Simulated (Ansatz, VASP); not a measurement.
Two plane-wave programs on C

POSCAR

```
C
1.0
    0.0000000000      1.7858109333      1.7858109333
    1.7858109333      0.0000000000      1.7858109333
    1.7858109333      1.7858109333      0.0000000000
C
2
Direct
    0.0000000000      0.0000000000      0.0000000000
    0.2500000002      0.2500000002      0.2500000002
```

Contents of INCAR.step1:

```
ALGO = Normal
EDIFF = 1E-5
ENCUT = 660
GGA = PE
GGA_COMPAT = False
ISMEAR = -1
LASPH = True
LCHARG = False
LREAL = False
LWAVE = True
NBANDS = 11
NELM = 120
PREC = Accurate
SIGMA = 0.01
```

File INCAR.step2:

```
ALGO = Normal
EDIFF = 1E-6
ENCUT = 660
GGA_COMPAT = False
ISIF = 2
ISMEAR = -1
ISTART = 1
LASPH = True
LCHARG = False
LMIXTAU = True
LREAL = False
LWAVE = False
METAGGA = R2SCAN
NBANDS = 11
NELM = 120
PREC = Accurate
SIGMA = 0.01
```

File KPOINTS:

```
k-points
0
Gamma
  13 13 13
```

Input for Ansatz:

```yaml
crystal:
  lattice:
    - [0.0, 1.7858109333, 1.7858109333]
    - [1.7858109333, 0.0, 1.7858109333]
    - [1.7858109333, 1.7858109333, 0.0]
  atoms:
    - { symbol: C, position: [0.0, 0.0, 0.0] }
    - { symbol: C, position: [0.2500000002, 0.2500000002, 0.2500000002] }
basis:
  ecutwfc: 500.0
  ecutrho_ratio: 4
  xc_grid: 2
  fft_grid_basis: typed
  precision: f64
hamiltonian:
  xc: r2scan
  pseudopotentials: { kind: paw, azcp: { folder: soft_1 } }
scf:
  max_iter: 100
  self_checks: high
  occupations: { method: fermi_dirac, width: 0.01 }
kpoints:
  mp_grid: { grid: [13, 13, 13] }
  band_path: { path: [VBM, CBM], npoints: 1 }
checkpoint:
  write: "../edges.r2scan.run"
  compress: false
  write_wavefunctions: true
  write_every: 100000
```

Alike in both runs: task single point; functional r2SCAN; k mesh 13 × 13 × 13; occupations fermi-dirac, width 0.01 eV; no spin polarisation.

|  | VASP | Ansatz |
| --- | --- | --- |
| version | VASP 6.6.1 | Ansatz 0.2.0 |
| potentials or method | VASP PAW PBE potentials, release 64 (C), cutoff 660 eV | plane-wave PAW DFT |
| valence electrons in the cell | 8 | 8 |

|  | VASP | Ansatz | Ansatz less VASP |
| --- | --- | --- | --- |
| gap on the k mesh at the Fermi level (eV) | 4.33 | 4.35 | +0.025 |

VASP's potentials were made for PBE, not for r2SCAN. With one functional, cell and mesh, what is left measures potentials, basis and numerics.
